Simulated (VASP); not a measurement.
# ScAl3 (Pm-3m) in VASP: settings compared

Aim: see how the results for ScAl3 move with the level of theory and the settings. Levels: BLYP+D3(BJ), BLYP+D4. Tasks: relaxation of cell and atoms.

All numbers are computed with VASP 6.6.1; they aren't measurements. Logs are shortened: lines on timing, memory, paths and dates and some standing lists are left out, and cuts for length are marked.

## 1. The cell of the first run

Symmetry: Pm-3m, No. 221, cubic system. Conventional cell: a = 4.088 Å, b = 4.088 Å, c = 4.088 Å, α = 90.00°, β = 90.00°, γ = 90.00°. Within 3.8 Å of Sc (site symmetry m-3m) lie 12 Al at 2.89 Å. Al (site symmetry 4/mmm) has 4 Sc at 2.89 Å and 8 Al at 2.89 Å within 3.8 Å.

## 2. Relaxation of cell and atoms, BLYP+D3(BJ)

INCAR

```
  AGGAC = 1.0
  AGGAX = 1.0
  ALDAC = 0.0
  ALDAX = 1.0
  ALGO = Normal
  EDIFF = 1E-6
  EDIFFG = -0.01
  ENCUT = 600
  GGA = B5
  IBRION = 2
  ISIF = 3
  ISMEAR = -1
  IVDW = 12
  LASPH = True
  LCHARG = False
  LREAL = False
  LWAVE = False
  NELM = 60
  NSW = 60
  PREC = Accurate
  SIGMA = 0.05
  VDW_A1 = 0.4298
  VDW_A2 = 4.2359
  VDW_S6 = 1.0
  VDW_S8 = 2.6996
```

KPOINTS

```
k-points
0
Gamma
  7 7 7
```

POSCAR

```
ScAl3
1.0
    4.0878065700      0.0000000000      0.0000000000
    0.0000000000      4.0878065700      0.0000000000
    0.0000000000      0.0000000000      4.0878065700
Sc Al
1 3
Direct
    0.0000000000      0.0000000000      0.0000000000
    0.5000000000      0.5000000000      0.0000000000
    0.0000000000      0.5000000000      0.5000000000
    0.5000000000      0.0000000000      0.5000000000
```

Potentials or basis: VASP PAW PBE potentials, release 64 (Sc_sv, Al).

Command:

```
$ cat potpaw_PBE.64/Sc_sv/POTCAR potpaw_PBE.64/Al/POTCAR > POTCAR
$ mpirun -np 1 vasp_std > vasp.out
```

OUTCAR:

```text
EDIFF = 1E-6
   EDIFFG = -0.01
   ENCUT = 600
   GGA = B5
   IBRION = 2
   ISIF = 3
   ISMEAR = -1
   IVDW = 12
   LASPH = True
   LREAL = False
   NELM = 60
   NSW = 60
   PREC = Accurate
 IVDW          = 12

 ion  position               nearest neighbor table
   1  0.000  0.000  0.000-   2 2.89   3 2.89   4 2.89   3 2.89   4 2.89   2 2.89   3 2.89   3 2.89
                             2 2.89   4 2.89   4 2.89   2 2.89
   2  0.500  0.500  0.000-   1 2.89   3 2.89   4 2.89   3 2.89   4 2.89   1 2.89   4 2.89   4 2.89
                             1 2.89   3 2.89   3 2.89   1 2.89
   3  0.000  0.500  0.500-   1 2.89   2 2.89   4 2.89   1 2.89   2 2.89   1 2.89   4 2.89   1 2.89
                             2 2.89   4 2.89   2 2.89   4 2.89
   4  0.500  0.000  0.500-   1 2.89   2 2.89   3 2.89   1 2.89   2 2.89   2 2.89   3 2.89   2 2.89
                             1 2.89   3 2.89   1 2.89   3 2.89

  LATTYP: Found a simple cubic cell.
 ALAT       =     4.0878065700

  Lattice vectors:

 A1 = (   4.0878065700,   0.0000000000,   0.0000000000)
 A2 = (   0.0000000000,   4.0878065700,   0.0000000000)
 A3 = (   0.0000000000,   0.0000000000,   4.0878065700)

Analysis of symmetry for initial positions (statically):
=====================================================================
 Subroutine PRICEL returns:
 Original cell was already a primitive cell.

 Routine SETGRP: Setting up the symmetry group for a
 simple cubic supercell.

 Subroutine GETGRP returns: Found 48 space group operations
 (whereof 48 operations were pure point group operations)
 out of a pool of 48 trial point group operations.

The static configuration has the point symmetry O_h .

Analysis of symmetry for dynamics (positions and initial velocities):
=====================================================================
 Subroutine PRICEL returns:
 Original cell was already a primitive cell.

 Routine SETGRP: Setting up the symmetry group for a
 simple cubic supercell.

 Subroutine GETGRP returns: Found 48 space group operations
 (whereof 48 operations were pure point group operations)
 out of a pool of 48 trial point group operations.

The dynamic configuration has the point symmetry O_h .

 Subroutine INISYM returns: Found 48 space group operations
 (whereof 48 operations are pure point group operations),
 and found     1 'primitive' translations

----------------------------------------------------------------------------------------

                                     Primitive cell

  volume of cell :      68.3079

  direct lattice vectors                    reciprocal lattice vectors
     4.087806570  0.000000000  0.000000000     0.244629970  0.000000000  0.000000000
     0.000000000  4.087806570  0.000000000     0.000000000  0.244629970  0.000000000
     0.000000000  0.000000000  4.087806570     0.000000000  0.000000000  0.244629970

  length of vectors
     4.087806570  4.087806570  4.087806570     0.244629970  0.244629970  0.244629970

  position of ions in fractional coordinates (direct lattice)
     0.000000000  0.000000000  0.000000000
     0.500000000  0.500000000  0.000000000
     0.000000000  0.500000000  0.500000000
     0.500000000  0.000000000  0.500000000

  ion indices of the primitive-cell ions
   primitive index   ion index
                 1           1
                 2           2
                 3           3
                 4           4

----------------------------------------------------------------------------------------

 KPOINTS: k-points

Automatic generation of k-mesh.
 Grid dimensions read from file:
 generate k-points for:    7    7    7

 Generating k-lattice:

  Cartesian coordinates                     Fractional coordinates (reciprocal lattice)
     0.034947139  0.000000000  0.000000000     0.142857143  0.000000000  0.000000000
     0.000000000  0.034947139  0.000000000     0.000000000  0.142857143  0.000000000
     0.000000000  0.000000000  0.034947139     0.000000000  0.000000000  0.142857143

  Length of vectors
     0.034947139  0.034947139  0.034947139

  Shift w.r.t. Gamma in fractional coordinates (k-lattice)
     0.000000000  0.000000000  0.000000000

 Subroutine IBZKPT returns following result:
 ===========================================

 Found     20 irreducible k-points:

 Following reciprocal coordinates:
            Coordinates               Weight
  0.000000  0.000000  0.000000      1.000000
  0.142857  0.000000  0.000000      6.000000
  0.285714  0.000000  0.000000      6.000000
  0.428571  0.000000  0.000000      6.000000
  0.142857  0.142857  0.000000     12.000000
  0.285714  0.142857  0.000000     24.000000
[... 12 lines left out ...]
  0.428571  0.428571  0.285714     24.000000
  0.428571  0.428571  0.428571      8.000000
   k-points           NKPTS =     20   k-points in BZ     NKDIM =     20   number of bands    NBANDS=     14
   number of dos      NEDOS =    301   number of ions     NIONS =      4
   total plane-waves  NPLWV =  46656
   dimension x,y,z NGX =    36 NGY =   36 NGZ =   36
   dimension x,y,z NGXF=    72 NGYF=   72 NGZF=   72
   ions per type =               1   3
   NGX,Y,Z   is equivalent  to a cutoff of  14.64, 14.64, 14.64 a.u.
   NGXF,Y,Z  is equivalent  to a cutoff of  29.28, 29.28, 29.28 a.u.
 SYSTEM =  unknown system
   PREC   = accura    normal or accurate (medium, high low for compatibility)
   ISTART =      0    job   : 0-new  1-cont  2-samecut
   ICHARG =      2    charge: 1-file 2-atom 10-const
   ISPIN  =      1    spin polarized calculation?
   LNONCOLLINEAR =      F non collinear calculations
   LSORBIT =      F    spin-orbit coupling
   LASPH  =      T    aspherical Exc in radial PAW
   ENCUT  =  600.0 eV  44.10 Ry    6.64 a.u.   8.16  8.16  8.16*2*pi/ulx,y,z
   NELM   =     60;   NELMIN=  2; NELMDL= -5     # of ELM steps
   EDIFF  = 0.1E-05   stopping-criterion for ELM
   LREAL  =      F    real-space projection
   EDIFFG = -.1E-01   stopping-criterion for IOM
   NSW    =     60    number of steps for IOM
   IBRION =      2    ionic relax: 0-MD 1-quasi-New 2-CG
   NFREE  =      1    steps in history (QN), initial steepest desc. (CG)
   ISIF   =      3    stress and relaxation
   ISYM   =      2    0-nonsym 1-usesym 2-fastsym
   POTIM  = 0.5000    time-step for ionic-motion
   TEBEG  =    0.0;   TEEND  =   0.0 temperature during run
   PSTRESS=    0.0 pullay stress
   NELECT =      20.0000    total number of electrons
   NUPDOWN=      -1.0000    fix difference up-down
   EMIN   =  10.00;   EMAX   =-10.00  energy-range for DOS
   EFERMI =   0.00;   METHOD = LEGACY
   ISMEAR =    -1;   SIGMA  =   0.05  broadening in eV -4-tet -1-fermi 0-gaus
   EFERMI_NEDOS =   21; number of points for ismear=-14 and -15
   IALGO  =     38    algorithm
   IMIX   =      4    mixing-type and parameters
     AMIX     =   0.40;   BMIX     =  1.00
     AMIX_MAG =   1.60;   BMIX_MAG =  1.00
  volume/ion in A,a.u.               =      17.08       115.24
  Fermi-wavevector in a.u.,A,eV,Ry     =   1.087079  2.054282 16.078563  1.181741
  Thomas-Fermi vector in A             =   2.223230
   LORBIT       =      0    0 simple, 1 ext, 2 COOP (PROOUT), +10 PAW based schemes
   GGA     = B5    functional components
   LHFCALC =     F    Hartree Fock is set to
   AEXX    =    0.0000 exact exchange contribution
   IVDW    =    12    specifies the selected vdW correction
   LEPSILON=     F    determine dielectric tensor
   LRPA    =     F    only Hartree local field effects (RPA)
 conjugate gradient relaxation of ions
 non-spin polarized calculation
  energy-cutoff  :      600.00
  volume of cell :       68.31
 maximum number of plane-waves:      2301
 NGX is ok and might be reduce to    36
   NGX = 17   NGY = 17   NGZ = 17

--------------------------------------- Ionic step        1  -------------------------------------------

 number of electron      20.0000002 magnetization

 Free energy of the ion-electron system (eV)
  ---------------------------------------------------
  ext. energy  EPLUGINS =         0.00000000
  ---------------------------------------------------
  free energy    TOTEN  =       -15.26263221 eV

  energy without entropy =      -15.25048151  energy(sigma->0) =      -15.25655686

 E-fermi :   7.6396     XC(G=0):  -9.8891

 val. band max:        7.5804182247   @ k =   0.4286   0.4286   0.1429
 cond. band min:       7.7027852234   @ k =   0.2857   0.2857   0.0000
 fundamental gap:      0.1223669987
 Fermi energy:         7.6396211168

 k-point     1 :       0.0000    0.0000    0.0000
  band No.  band energies     occupation
      1     -41.1949      2.00000
      2     -20.0325      2.00000
      3     -20.0325      2.00000
      4     -20.0325      2.00000
      5      -2.2589      2.00000
      6       5.1127      2.00000
      7       5.1127      2.00000
      8       5.9345      2.00000
      9       5.9345      2.00000
     10       5.9345      2.00000
     11       8.9658      0.00000
     12       8.9658      0.00000
     13       8.9658      0.00000
     14       9.2940      0.00000
[... 402 lines left out ...]
  energy  without entropy=      -18.8372609582  energy(sigma->0) =      -18.84326066

--------------------------------------- Ionic step        3  -------------------------------------------

 number of electron      20.0000000 magnetization

 Free energy of the ion-electron system (eV)
  ---------------------------------------------------
  ext. energy  EPLUGINS =         0.00000000
  ---------------------------------------------------
  free energy    TOTEN  =       -15.10631711 eV

  energy without entropy =      -15.09432201  energy(sigma->0) =      -15.10031956

 E-fermi :   8.1451     XC(G=0): -10.1091

 val. band max:        8.0908552929   @ k =   0.4286   0.4286   0.1429
 cond. band min:       8.2041630445   @ k =   0.2857   0.2857   0.0000
 fundamental gap:      0.1133077516
 Fermi energy:         8.1451189335

 k-point     1 :       0.0000    0.0000    0.0000
  band No.  band energies     occupation
      1     -40.4895      2.00000
      2     -19.3472      2.00000
      3     -19.3472      2.00000
      4     -19.3472      2.00000
      5      -2.0331      2.00000
      6       5.5709      2.00000
      7       5.5709      2.00000
      8       6.4252      2.00000
      9       6.4252      2.00000
     10       6.4252      2.00000
     11       9.5172      0.00000
     12       9.5172      0.00000
     13       9.5172      0.00000
     14       9.8029      0.00000
[... 356 lines left out ...]
  FREE ENERGIE OF THE ION-ELECTRON SYSTEM (eV)
  ---------------------------------------------------
  free  energy   TOTEN  =       -18.8551716073 eV

  energy  without entropy=      -18.8431765104  energy(sigma->0) =      -18.84917406

 reached required accuracy - stopping structural energy minimisation
```

Wall time 72 s (1 thread of Intel Xeon Platinum 8375C at 2.90GHz (Ice Lake), shared host); peak memory 0.23 GiB.

Results:

- Free energy: -18.8552 eV
- Relaxed volume: 16.14 Å³/atom
- Relaxed cell: a = 4.012 Å, b = 4.012 Å, c = 4.012 Å, α = 90.00°, β = 90.00°, γ = 90.00°
- Space group after relaxing (to 0.05 Å): Pm-3m (No. 221)
- Energy gained by relaxing: 14.4 meV/atom
- Ionic steps: 3
- Pressure after relaxing: 0.0 GPa
- Band gap on the k mesh: zero (band 10 reaches 9.35 eV, above the bottom of band 11 at 5.56 eV)
- Dispersion energy per atom: -0.937 eV

Step by step:
```csv
step,energy change (eV),largest force (eV/Å),pressure (GPa),volume (Å³)
1,0.0000,0.0000,-4.71,68.31
2,-0.0515,0.0000,1.71,63.46
3,-0.0575,0.0000,0.00,64.58
```

Final structure:
```yaml
crystal:
  lattice:
    - [4.01204, 0.00000, 0.00000]
    - [0.00000, 4.01204, 0.00000]
    - [0.00000, 0.00000, 4.01204]
  atoms:
    - { symbol: Sc, position: [0.00000, 0.00000, 0.00000] }
    - { symbol: Al, position: [0.50000, 0.50000, 0.00000] }
    - { symbol: Al, position: [0.00000, 0.50000, 0.50000] }
    - { symbol: Al, position: [0.50000, 0.00000, 0.50000] }
```

Levels at points of the mesh, in eV from the Fermi level:
| k point | band 6 | band 7 | band 8 | band 9 | band 10 | band 11 | band 12 | band 13 | band 14 |
| --- | --- | --- | --- | --- | --- | --- | --- | --- | --- |
| (0.00, 0.00, 0.00) | -2.57 | -2.57 | -1.72 | -1.72 | -1.72 | 1.37 | 1.37 | 1.37 | 1.66 |

Caveat: the PAW data sets were made with another functional, which shifts forces and pressure a little; pairwise dispersion overbinds metals, which lowers pressure and volume.

## 3. Relaxation of cell and atoms, BLYP+D4

INCAR

```
PREC     = Accurate       # precision mode
ENCUT    = 600            # plane-wave cutoff, eV
EDIFF    = 1E-7           # SCF threshold, eV
ISMEAR   = -1             # smearing method
SIGMA    = 0.05           # smearing width, eV
LREAL    = F              # projectors in reciprocal space
LASPH    = T              # aspherical terms in the spheres
NELM     = 100            # most SCF steps
ALGO     = Normal         # electronic algorithm
ISIF     = 3              # what is computed and relaxed
LWAVE    = F              # write WAVECAR
LCHARG   = F              # write CHGCAR
GGA      = B5             # functional
ALDAX    = 1.0          
AGGAX    = 1.0          
AGGAC    = 1.0          
ALDAC    = 0.0          
IVDW     = 13             # dispersion correction
VDW_S6   = 1.0          
VDW_S8   = 2.34076671   
VDW_A1   = 0.44488865   
VDW_A2   = 4.0933009    
IBRION   = 2              # ionic algorithm
NSW      = 60             # ionic steps
EDIFFG   = -0.01          # ionic threshold
```

KPOINTS

```
regular mesh
0
Gamma
  7 7 7
```

POSCAR is that of step 2.

Potentials or basis: VASP PAW PBE potentials, release 64 (Sc_sv, Al).

Command:

```
$ cat potpaw_PBE.64/Sc_sv/POTCAR potpaw_PBE.64/Al/POTCAR > POTCAR
$ mpirun -np 1 vasp_std > vasp.out
```

It took 75 s on 1 thread of Intel Xeon Platinum 8375C at 2.90GHz (Ice Lake), shared host; peak memory 0.22 GiB.

It converged, with:

* Free energy: -17.8686 eV
* Relaxed volume: 16.64 Å³/atom
* Relaxed cell: a = 4.052 Å, b = 4.052 Å, c = 4.052 Å, α = 90.00°, β = 90.00°, γ = 90.00°
* Space group after relaxing (to 0.05 Å): Pm-3m (No. 221)
* Energy gained by relaxing: 3.1 meV/atom
* Ionic steps: 3
* Pressure after relaxing: 0.0 GPa
* Band gap on the k mesh: zero (band 10 reaches 8.99 eV, above the bottom of band 11 at 5.32 eV)
* Dispersion energy per atom: -0.666 eV

The path:
| step | energy change (eV) | largest force (eV/Å) | pressure (GPa) | volume (Å³) |
| --- | --- | --- | --- | --- |
| 1 | 0.0000 | 0.0000 | -2.22 | 68.31 |
| 2 | -0.0112 | 0.0000 | 0.74 | 66.00 |
| 3 | -0.0124 | 0.0000 | 0.00 | 66.54 |

Final structure:
```
Sc Al
1.0
     4.05229    0.00000    0.00000
     0.00000    4.05229    0.00000
     0.00000    0.00000    4.05229
Sc Al
1 3
Direct
  0.00000 0.00000 0.00000
  0.50000 0.50000 0.00000
  0.00000 0.50000 0.50000
  0.50000 0.00000 0.50000
```

Levels at points of the mesh, in eV from the Fermi level:
```csv
k point,band 8,band 9,band 10,band 11,band 12,band 13
"(0.00, 0.00, 0.00)",-1.71,-1.71,-1.71,1.35,1.35,1.35
```

Caveat: the PAW data sets were made with another functional, which shifts forces and pressure a little; pairwise dispersion overbinds metals, which lowers pressure and volume.
